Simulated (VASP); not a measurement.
Runs of VASP 6.6.1 on Tl. The structure is that of space group Fm-3m (No. 225), or close to it. The cells are those of the table. This isn't the form of Tl at room conditions, which is hcp.

```tsv
task	cell	k mesh	gap on the mesh (eV)	pressure (GPa)
electric field gradients	a = 3.031, b = 3.031, c = 3.001 Å, angles 60.3, 60.3, 59.3°, 1 atom	14 × 14 × 14	none	45.8
single point	a = 3.017 Å, angles 62.0°, 1 atom	14 × 14 × 14	none	37.7
single point	a = 3.062 Å, angles 60.0°, 1 atom	20 × 20 × 20	none	37.3
single point	a = 3.031, b = 3.031, c = 3.001 Å, angles 60.3, 60.3, 59.3°, 1 atom	14 × 14 × 14	none	45.7
electric field gradients	a = 3.062 Å, angles 60.0°, 1 atom	4 × 4 × 4	none	39.5
electric field gradients	a = 3.062 Å, angles 60.0°, 1 atom	7 × 7 × 7	none	(b)
electric field gradients	a = 3.062 Å, angles 60.0°, 1 atom	20 × 20 × 20	none	37.3
electric field gradients	a = 3.062 Å, angles 60.0°, 1 atom	10 × 10 × 10	none	(a)
```

Alike in all rows: level PBE; potentials or basis VASP PAW PBE potentials, release 64 (Tl_d); no spin polarisation; cutoff (eV) 520; smearing fermi-dirac 0.05 eV.

Estimate the missing entries.

(a) 37.1; (b) 37.0.

Caveats: some runs use coarse meshes; spin-orbit coupling is left out, which moves the levels of the heavy elements; the cell stands under pressure (at least some runs).

A k mesh can miss the band edges, and the runs leave out spin-orbit coupling on Tl.

A gap of «none» marks levels without a gap at the run's occupations.
